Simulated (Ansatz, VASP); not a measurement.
**One calculation of WAu, two programs**

Contents of POSCAR:

```
WAu
1.0
    0.0000000000      2.9092100000      2.9092100000
    2.9092100000      0.0000000000      2.9092100000
    2.9092100000      2.9092100000      0.0000000000
W Au
1 1
Direct
    0.0000000000      0.0000000000      0.0000000000
    0.7500000000      0.7500000000      0.7500000000
```

Contents of INCAR.step1:

```
SYSTEM = WAu
PREC     = Accurate       ! precision mode
ENCUT    = 520            ! plane-wave cutoff, eV
EDIFF    = 1E-5           ! SCF threshold, eV
ISMEAR   = -1             ! smearing method
SIGMA    = 0.05           ! smearing width, eV
LREAL    = .FALSE.        ! projectors in reciprocal space
LASPH    = .TRUE.         ! aspherical terms in the spheres
NELM     = 80             ! most SCF steps
ALGO     = Normal         ! electronic algorithm
ISIF     = 2              ! what is computed and relaxed
LWAVE    = .TRUE.         ! write WAVECAR
LCHARG   = .FALSE.        ! write CHGCAR
GGA      = PE             ! functional
NBANDS   = 20             ! bands
```

File INCAR.step2:

```
SYSTEM = WAu
PREC     = Accurate       ! precision mode
ENCUT    = 520            ! plane-wave cutoff, eV
EDIFF    = 1E-7           ! SCF threshold, eV
ISMEAR   = -1             ! smearing method
SIGMA    = 0.05           ! smearing width, eV
LREAL    = .FALSE.        ! projectors in reciprocal space
LASPH    = .TRUE.         ! aspherical terms in the spheres
NELM     = 80             ! most SCF steps
ALGO     = Normal         ! electronic algorithm
ISIF     = 2              ! what is computed and relaxed
LWAVE    = .FALSE.        ! write WAVECAR
LCHARG   = .FALSE.        ! write CHGCAR
GGA      = PE             ! functional
LHFCALC  = .TRUE.         ! exact exchange
HFSCREEN = 0.2079         ! screening, 1/A
PRECFOCK = Normal       
ISTART   = 1            
NBANDS   = 20             ! bands
```

KPOINTS

```
Automatic mesh
0
G
  4 4 4
  0 0 0
```

File input:

```
crystal:
  lattice:
    - [0.0, 2.90921, 2.90921]
    - [2.90921, 0.0, 2.90921]
    - [2.90921, 2.90921, 0.0]
  atoms:
    - { symbol: W, position: [0.0, 0.0, 0.0] }
    - { symbol: Au, position: [0.75, 0.75, 0.75] }
hamiltonian:
  xc: hse06
  pseudopotentials: { kind: paw }
kpoints:
  mp_grid: { grid: [4, 4, 4] }
  band_path:
    path:
      - [[0.0, 0.0, 0.0], [0.5, 0.0, 0.5], [0.5, 0.25, 0.75], [0.375, 0.375, 0.75], [0.0, 0.0, 0.0], [0.5, 0.5, 0.5], [0.625, 0.25, 0.625], [0.5, 0.25, 0.75], [0.5, 0.5, 0.5], [0.375, 0.375, 0.75]]
      - [[0.625, 0.25, 0.625], [0.5, 0.0, 0.5]]
    npoints: 4
scf:
  occupations: { method: fermi_dirac, width: 0.05 }
  n_extra_bands: 6
output:
  forces: true
  stress: true
  eigenvalues: true
  fatbands: false
```

Alike in both runs: functional HSE06; k mesh 4 × 4 × 4; occupations fermi-dirac, width 0.05 eV; no spin polarisation.

```csv
,VASP,Ansatz
version,VASP 6.6.1,Ansatz 0.2.0
potentials or method,"VASP PAW PBE potentials, release 64 (W_sv, Au)",Ansatz PAW
plane-wave cutoff (eV),520,420
valence electrons in the cell,25,33
task,single point,band structure
```

|  | VASP | Ansatz | Ansatz less VASP |
| --- | --- | --- | --- |
| gap on the k mesh at the Fermi level (eV) | none | none | - |
| pressure (GPa) | -3.9 | -3.9 | -0.01 |

A gap of «none» marks a metal or a gap that the smearing closes. VASP's potentials hold 25 valence electrons a cell and Ansatz's 33, so a difference there can come from the potentials and not from the codes.

The k mesh is coarse, so the values compare programs but aren't converged. Spin-orbit coupling is off throughout.
